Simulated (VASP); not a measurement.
# Pr4Hg (Cmmm) in VASP: notebook

Runs on Pr4Hg. Level: PBE. Tasks: single point.

Program: VASP 6.6.1. These are calculated values, not measurements. Logs are shortened: lines on timing, memory, paths and dates and some standing lists are left out, and cuts for length are marked.

### 1 The cell of the first run

It takes space group Cmmm (No. 65, orthorhombic). The conventional cell has a = 8.303 Å, b = 11.533 Å, c = 3.895 Å, α = 90.00°, β = 90.00°, γ = 90.00°. Within 4.2 Å of Pr (site symmetry m2m) lie 1 Hg at 3.08 Å and 8 Pr at 3.73 to 4.17 Å. Pr (site symmetry 2mm) has 2 Hg at 3.13 Å and 7 Pr at 3.41 to 3.90 Å within 4.1 Å. Within 4.1 Å of Hg (site symmetry mmm) lie 6 Pr at 3.08 to 3.13 Å and 2 Hg at 3.90 Å.

The cell was built from a structure type or drawn by symmetry, and may not be a known phase.

### 2 Single point, PBE

INCAR reads:

```
SYSTEM = Pr4Hg
  PREC = Accurate
  ENCUT = 500
  EDIFF = 1E-6
  ISMEAR = 0
  SIGMA = 0.2
  LREAL = .FALSE.
  LASPH = .TRUE.
  NELM = 200
  ALGO = Normal
  ISIF = 2
  LWAVE = .FALSE.
  LCHARG = .FALSE.
  GGA = PE
  NBANDS = 36
  GGA_COMPAT = .FALSE.
  LMAXMIX = 6
```

KPOINTS reads:

```
regular mesh
0
G
  3 3 4
  0 0 0
```

POSCAR reads:

```
Pr4Hg
1.0
    4.1516751551     -5.7665619305      0.0000000000
    4.1516751551      5.7665619305      0.0000000000
    0.0000000000      0.0000000000      3.8952130950
Pr Hg
4 1
Direct
    0.7670371233      0.2329628767      0.5000000000
    0.2054182794      0.2054182794      0.0000000000
    0.7945817206      0.7945817206      0.0000000000
    0.2329628767      0.7670371233      0.5000000000
    0.5000000000      0.5000000000      0.5000000000
```

Potentials or basis: VASP PAW PBE potentials, release 64 (Pr_3, Hg), 4f in core.

Command:

```
cat potpaw_PBE.64/Pr_3/POTCAR potpaw_PBE.64/Hg/POTCAR > POTCAR
mpirun -np 1 vasp_std > vasp.out
```

OUTCAR:

```text
SYSTEM = Pr4Hg
   PREC = Accurate
   ENCUT = 500
   EDIFF = 1E-6
   ISMEAR = 0
   LREAL = .FALSE.
   LASPH = .TRUE.
   NELM = 200
   ISIF = 2
   GGA = PE

 ion  position               nearest neighbor table
   1  0.767  0.233  0.500-   5 3.08   3 3.73   2 3.73   2 3.73   3 3.73
   2  0.205  0.205  0.000-   5 3.13   5 3.13   3 3.41   1 3.73   1 3.73   4 3.73   4 3.73
   3  0.795  0.795  0.000-   5 3.13   5 3.13   2 3.41   1 3.73   1 3.73   4 3.73   4 3.73
   4  0.233  0.767  0.500-   5 3.08   3 3.73   2 3.73   2 3.73   3 3.73
   5  0.500  0.500  0.500-   1 3.08   4 3.08   3 3.13   2 3.13   2 3.13   3 3.13

  LATTYP: Found a base centered orthorhombic cell.
 ALAT       =     8.3033503102
 B/A-ratio  =     1.3889723341
 C/A-ratio  =     0.4691134240

  Lattice vectors:

 A1 = (   4.1516751551,  -5.7665619305,   0.0000000000)
 A2 = (   4.1516751551,   5.7665619305,   0.0000000000)
 A3 = (   0.0000000000,   0.0000000000,   3.8952130950)

Analysis of symmetry for initial positions (statically):
=====================================================================
 Subroutine PRICEL returns:
 Original cell was already a primitive cell.

 Routine SETGRP: Setting up the symmetry group for a
 base centered orthorhombic supercell.

 Subroutine GETGRP returns: Found  8 space group operations
 (whereof  8 operations were pure point group operations)
 out of a pool of  8 trial point group operations.

The static configuration has the point symmetry D_2h.

Analysis of symmetry for dynamics (positions and initial velocities):
=====================================================================
 Subroutine PRICEL returns:
 Original cell was already a primitive cell.

 Routine SETGRP: Setting up the symmetry group for a
 base centered orthorhombic supercell.

 Subroutine GETGRP returns: Found  8 space group operations
 (whereof  8 operations were pure point group operations)
 out of a pool of  8 trial point group operations.

The dynamic configuration has the point symmetry D_2h.

 Subroutine INISYM returns: Found  8 space group operations
 (whereof  8 operations are pure point group operations),
 and found     1 'primitive' translations

----------------------------------------------------------------------------------------

                                     Primitive cell

  volume of cell :     186.5098

  direct lattice vectors                    reciprocal lattice vectors
     4.151675155 -5.766561930  0.000000000     0.120433315 -0.086706777  0.000000000
     4.151675155  5.766561930  0.000000000     0.120433315  0.086706777  0.000000000
     0.000000000  0.000000000  3.895213095     0.000000000  0.000000000  0.256725364

  length of vectors
     7.105606455  7.105606455  3.895213095     0.148398950  0.148398950  0.256725364

  position of ions in fractional coordinates (direct lattice)
     0.767037123  0.232962877  0.500000000
     0.205418279  0.205418279  0.000000000
     0.794581721  0.794581721  0.000000000
     0.232962877  0.767037123  0.500000000
     0.500000000  0.500000000  0.500000000

  ion indices of the primitive-cell ions
   primitive index   ion index
                 1           1
                 2           2
                 3           3
                 4           4
                 5           5

----------------------------------------------------------------------------------------

 KPOINTS: regular mesh

Automatic generation of k-mesh.
 Grid dimensions read from file:
 generate k-points for:    3    3    4

 Generating k-lattice:

  Cartesian coordinates                     Fractional coordinates (reciprocal lattice)
     0.040144438 -0.028902259  0.000000000     0.333333333  0.000000000  0.000000000
     0.040144438  0.028902259  0.000000000     0.000000000  0.333333333  0.000000000
     0.000000000  0.000000000  0.064181341     0.000000000  0.000000000  0.250000000

  Length of vectors
     0.049466317  0.049466317  0.064181341

  Shift w.r.t. Gamma in fractional coordinates (k-lattice)
     0.000000000  0.000000000  0.000000000

 Subroutine IBZKPT returns following result:
 ===========================================

 Found     12 irreducible k-points:

 Following reciprocal coordinates:
            Coordinates               Weight
  0.000000  0.000000  0.000000      1.000000
  0.333333 -0.000000  0.000000      4.000000
  0.333333  0.333333  0.000000      2.000000
 -0.333333  0.333333  0.000000      2.000000
  0.000000  0.000000  0.250000      2.000000
  0.333333 -0.000000  0.250000      8.000000
  0.333333  0.333333  0.250000      4.000000
 -0.333333  0.333333  0.250000      4.000000
  0.000000  0.000000  0.500000      1.000000
  0.333333 -0.000000  0.500000      4.000000
  0.333333  0.333333  0.500000      2.000000
 -0.333333  0.333333  0.500000      2.000000
   k-points           NKPTS =     12   k-points in BZ     NKDIM =     12   number of bands    NBANDS=     36
   number of dos      NEDOS =    301   number of ions     NIONS =      5
   total plane-waves  NPLWV =  81648
   dimension x,y,z NGX =    54 NGY =   54 NGZ =   28
   dimension x,y,z NGXF=   108 NGYF=  108 NGZF=   56
   ions per type =               4   1
   NGX,Y,Z   is equivalent  to a cutoff of  12.63, 12.63, 11.95 a.u.
   NGXF,Y,Z  is equivalent  to a cutoff of  25.27, 25.27, 23.90 a.u.
 SYSTEM =  Pr4Hg
   PREC   = accura    normal or accurate (medium, high low for compatibility)
   ISTART =      0    job   : 0-new  1-cont  2-samecut
   ICHARG =      2    charge: 1-file 2-atom 10-const
   ISPIN  =      1    spin polarized calculation?
   LNONCOLLINEAR =      F non collinear calculations
   LSORBIT =      F    spin-orbit coupling
   LASPH  =      T    aspherical Exc in radial PAW
   ENCUT  =  500.0 eV  36.75 Ry    6.06 a.u.  12.96 12.96  7.10*2*pi/ulx,y,z
   NELM   =    200;   NELMIN=  2; NELMDL= -5     # of ELM steps
   EDIFF  = 0.1E-05   stopping-criterion for ELM
   LREAL  =      F    real-space projection
   EDIFFG = 0.1E-04   stopping-criterion for IOM
   NSW    =      0    number of steps for IOM
   IBRION =     -1    ionic relax: 0-MD 1-quasi-New 2-CG
   NFREE  =      0    steps in history (QN), initial steepest desc. (CG)
   ISIF   =      2    stress and relaxation
   ISYM   =      2    0-nonsym 1-usesym 2-fastsym
   POTIM  = 0.5000    time-step for ionic-motion
   TEBEG  =    0.0;   TEEND  =   0.0 temperature during run
   PSTRESS=    0.0 pullay stress
   NELECT =      56.0000    total number of electrons
   NUPDOWN=      -1.0000    fix difference up-down
   EMIN   =  10.00;   EMAX   =-10.00  energy-range for DOS
   EFERMI =   0.00;   METHOD = LEGACY
   ISMEAR =     0;   SIGMA  =   0.20  broadening in eV -4-tet -1-fermi 0-gaus
   EFERMI_NEDOS =   21; number of points for ismear=-14 and -15
   IALGO  =     38    algorithm
   IMIX   =      4    mixing-type and parameters
     AMIX     =   0.40;   BMIX     =  1.00
     AMIX_MAG =   1.60;   BMIX_MAG =  1.00
  volume/ion in A,a.u.               =      37.30       251.73
  Fermi-wavevector in a.u.,A,eV,Ry     =   1.096235  2.071584 16.350545  1.201731
  Thomas-Fermi vector in A             =   2.232573
   LORBIT       =      0    0 simple, 1 ext, 2 COOP (PROOUT), +10 PAW based schemes
   GGA     = PE    functional components
   LHFCALC =     F    Hartree Fock is set to
   AEXX    =    0.0000 exact exchange contribution
   IVDW    =     0    specifies the selected vdW correction
   LEPSILON=     F    determine dielectric tensor
   LRPA    =     F    only Hartree local field effects (RPA)
 non-spin polarized calculation
 Gauss-broadening in eV      SIGMA  =   0.20
  energy-cutoff  :      500.00
  volume of cell :      186.51
 maximum number of plane-waves:      4752
 NGX is ok and might be reduce to    54
   NGX = 25   NGY = 25   NGZ = 15

 number of electron      56.0000000 magnetization

 Free energy of the ion-electron system (eV)
  ---------------------------------------------------
  ext. energy  EPLUGINS =         0.00000000
  ---------------------------------------------------
  free energy    TOTEN  =       -18.91999719 eV

  energy without entropy =      -18.76200040  energy(sigma->0) =      -18.84099879

 E-fermi :   2.9011     XC(G=0):  -9.2855

 val. band max:        2.8705499779   @ k =   0.0000   0.0000   0.5000
 cond. band min:       2.9066214868   @ k =   0.3333  -0.0000   0.0000
 fundamental gap:      0.0360715089
 Fermi energy:         2.9011495672

 k-point     1 :       0.0000    0.0000    0.0000
  band No.  band energies     occupation
      1     -33.8106      2.00000
      2     -33.7930      2.00000
      3     -33.5242      2.00000
      4     -33.4727      2.00000
      5     -16.0646      2.00000
      6     -15.9649      2.00000
[... 28 lines left out ...]
     35       4.7235      0.00000
     36       4.9521      0.00000

 k-point     2 :       0.3333   -0.0000    0.0000
  band No.  band energies     occupation
      1     -33.8063      2.00000
      2     -33.7963      2.00000
      3     -33.5244      2.00000
      4     -33.4737      2.00000
      5     -16.0122      2.00000
      6     -15.9398      2.00000
[... 28 lines left out ...]
     35       4.5298      0.00000
     36       4.7228      0.00000

 k-point     3 :       0.3333    0.3333    0.0000
  band No.  band energies     occupation
      1     -33.8013      2.00000
      2     -33.8004      2.00000
      3     -33.5255      2.00000
      4     -33.4737      2.00000
      5     -15.9753      2.00000
      6     -15.8890      2.00000
[... 28 lines left out ...]
     35       4.7443      0.00000
     36       4.7919      0.00000
[... 274 lines left out ...]
 k-point    11 :       0.3333    0.3333    0.5000
  band No.  band energies     occupation
      1     -33.7766      2.00000
      2     -33.7724      2.00000
      3     -33.5061      2.00000
      4     -33.4490      2.00000
      5     -16.0066      2.00000
      6     -15.9980      2.00000
[... 28 lines left out ...]
     35       4.7218      0.00000
     36       5.7312      0.00000

 k-point    12 :      -0.3333    0.3333    0.5000
  band No.  band energies     occupation
      1     -33.7791      2.00000
      2     -33.7699      2.00000
      3     -33.5061      2.00000
      4     -33.4490      2.00000
      5     -16.0097      2.00000
      6     -15.9974      2.00000
[... 28 lines left out ...]
     35       4.8849      0.00000
     36       5.5910      0.00000

------------------------ aborting loop because EDIFF is reached ----------------------------------------

  FORCE on cell =-STRESS in cart. coord.  units (eV):
  Direction    XX          YY          ZZ          XY          YZ          ZX
  --------------------------------------------------------------------------------------
  -------------------------------------------------------------------------------------
  Total        0.2039468      0.3989576      0.0675567     -0.0000000      0.0000000      0.0000000
  in kB        1.7519667      3.4271706      0.5803332     -0.0000000      0.0000000      0.0000000
  external PRESSURE =       1.9198235 kB  Pullay stress =       0.0000000 kB

 VOLUME and BASIS-vectors are now :
 -----------------------------------------------------------------------------
  energy-cutoff  :      500.00
  volume of cell :      186.51
      direct lattice vectors                 reciprocal lattice vectors
     4.151675155 -5.766561930  0.000000000     0.120433315 -0.086706777  0.000000000
     4.151675155  5.766561930  0.000000000     0.120433315  0.086706777  0.000000000
     0.000000000  0.000000000  3.895213095     0.000000000  0.000000000  0.256725364

 POSITION                                       TOTAL-FORCE (eV/Angst)
 -----------------------------------------------------------------------------------
      4.15168     -3.07977      1.94761         0.000000     -0.014947      0.000000
      1.70566      0.00000      0.00000        -0.024349     -0.000000     -0.000000
      6.59769      0.00000      0.00000         0.024349     -0.000000      0.000000
      4.15168      3.07977      1.94761         0.000000      0.014947     -0.000000
      4.15168      0.00000      1.94761         0.000000     -0.000000      0.000000
 -----------------------------------------------------------------------------------
    total drift:                                0.000000      0.000000      0.000000

  FREE ENERGIE OF THE ION-ELECTRON SYSTEM (eV)
  ---------------------------------------------------
  free  energy   TOTEN  =       -18.9199971907 eV

  energy  without entropy=      -18.7620003973  energy(sigma->0) =      -18.84099879
```

It took 46 s on 1 thread of Intel Xeon 6975P-C (Granite Rapids), shared host; peak memory 0.3 GiB.

What came out:

```yaml
Free_energy: -18.9200 eV
Pressure: 0.2 GPa
Largest_force: 0.024 eV/Å
Band_gap_on_the_k_mesh: zero (bands 28 and 29 overlap by 0.26 eV)
```

Forces in eV/Å, atoms in the order of the input:
```
Pr   0.000 -0.015  0.000
Pr  -0.024  0.000  0.000
Pr   0.024  0.000  0.000
Pr   0.000  0.015  0.000
Hg   0.000  0.000  0.000
```

Stress tensor (GPa, compression positive):
```
0.18 0.00 0.00
0.00 0.34 0.00
0.00 0.00 0.06
```

Caveat: the k points lie up to 0.40 Å⁻¹ apart; spin-orbit coupling is left out, which moves the levels of the heavy elements; the 4f electrons are frozen in the core, so they carry no moment and show no levels. Spin polarisation is off, so any magnetic state and its effect on volume and gap are missing.

### 3 Single point, PBE

INCAR reads:

```
  ALGO = Normal
  EDIFF = 1E-6
  ENCUT = 500
  GGA = PE
  GGA_COMPAT = F
  ISIF = 2
  ISMEAR = 0
  LASPH = T
  LCHARG = F
  LMAXMIX = 6
  LREAL = F
  LWAVE = F
  NBANDS = 36
  NELM = 200
  PREC = Accurate
  SIGMA = 0.1
```

KPOINTS reads:

```
k-points
0
Gamma
  4 4 4
```

POSCAR is that of step 2.

Potentials or basis: VASP PAW PBE potentials, release 64 (Pr_3, Hg), 4f in core.

Command:

```
cat potpaw_PBE.64/Pr_3/POTCAR potpaw_PBE.64/Hg/POTCAR > POTCAR
mpirun -np 1 vasp_std > vasp.out
```

Run time: 2 min. Hardware: 1 thread of Intel Xeon 6975P-C (Granite Rapids), shared host; peak memory 0.33 GiB.

It converged, with:

* Free energy: -18.8696 eV
* Pressure: 0.1 GPa
* Largest force: 0.068 eV/Å
* Band gap on the k mesh: zero (bands 28 and 29 overlap by 0.34 eV)

Forces in eV/Å, atoms in the order of the input:
```
Pr   0.000 -0.068  0.000
Pr  -0.067  0.000  0.000
Pr   0.067  0.000  0.000
Pr   0.000  0.068  0.000
Hg   0.000  0.000  0.000
```

Stress tensor (GPa, compression positive):
```
 0.19  0.00  0.00
 0.00  0.17  0.00
 0.00  0.00 -0.16
```

Levels at points of the mesh, in eV from the Fermi level:
```tsv
k point	band 25	band 26	band 27	band 28	band 29	band 30	band 31	band 32
(0.00, 0.00, 0.00)	-1.98	-0.81	-0.19	0.20	0.74	0.77	0.98	1.44
(0.50, 0.00, 0.00)	-1.36	-0.52	-0.51	-0.11	-0.11	1.09	1.19	1.21
(0.50, 0.50, 0.00)	-1.35	-0.66	-0.52	0.23	0.32	0.54	0.55	0.79
(0.00, 0.00, 0.50)	-0.52	-0.39	-0.18	-0.14	-0.04	0.07	0.33	0.56
(0.50, 0.00, 0.50)	-0.71	-0.60	-0.45	-0.38	-0.01	0.01	0.01	1.37
(0.50, 0.50, 0.50)	-1.34	-0.74	-0.58	-0.21	-0.07	0.55	0.80	1.11
```

Caveat: the k points lie up to 0.40 Å⁻¹ apart; spin-orbit coupling is left out, which moves the levels of the heavy elements; the 4f electrons are frozen in the core, so they carry no moment and show no levels.

(Continued in part 2 of 2.)
